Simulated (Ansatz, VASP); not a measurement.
SnTe: VASP beside Ansatz

The input INCAR:

```
PREC = Accurate
ENCUT = 520
EDIFF = 1E-8
ISMEAR = -1
SIGMA = 0.08
LREAL = F
LASPH = T
NELM = 60
ALGO = Normal
ISIF = 2
LWAVE = F
LCHARG = F
LEFG = T
NBANDS = 17
```

File KPOINTS:

```
Automatic mesh
0
Gamma
  11 11 11
```

The input POSCAR:

```
SnTe
1.0
    0.0000000000      3.1459430650      3.1459430650
    3.1459430650      0.0000000000      3.1459430650
    3.1459430650      3.1459430650      0.0000000000
Sn Te
1 1
Direct
    0.0000000000      0.0000000000      0.0000000000
    0.5000000000      0.5000000000      0.5000000000
```

Input for Ansatz:

```yaml
crystal:
  lattice:
    - [0.0, 3.145943065, 3.145943065]
    - [3.145943065, 0.0, 3.145943065]
    - [3.145943065, 3.145943065, 0.0]
  atoms:
    - { symbol: Sn, position: [0.0, 0.0, 0.0] }
    - { symbol: Te, position: [0.5, 0.5, 0.5] }
kpoints:
  mp_grid: { grid: [11, 11, 11] }
scf:
  occupations: { method: fermi_dirac, width: 0.08 }
hamiltonian:
  xc: lda
  pseudopotentials: { kind: paw }
output:
  forces: true
  stress: true
  eigenvalues: true
  efg: { contact_densities: true }
```

Change from the starting cell: volume scaled by 0.99, PAW files.

Alike in both runs: task electric field gradients; functional LDA; k mesh 11 × 11 × 11; occupations fermi-dirac, width 0.08 eV; no spin polarisation.

|  | VASP | Ansatz |
| --- | --- | --- |
| version | VASP 6.6.1 | Ansatz 0.2.0 |
| potentials or method | VASP PAW LDA potentials, release 64 (Sn_d, Te) | PAW with Ansatz's default frozen-core files, scalar-relativistic |
| plane-wave cutoff (eV) | 520 | 420 |
| valence electrons in the cell | 20 | 30 |

```tsv
	VASP	Ansatz	Ansatz less VASP
pressure (GPa)	-1.2	-1.3	-0.06
```

LDA's correlation is that of Perdew and Zunger in VASP and of Perdew and Wang (1992) in Ansatz. VASP's potentials hold 20 valence electrons a cell and Ansatz's 30, so a difference there can come from the potentials and not from the codes.

Neither program's run includes spin-orbit coupling.
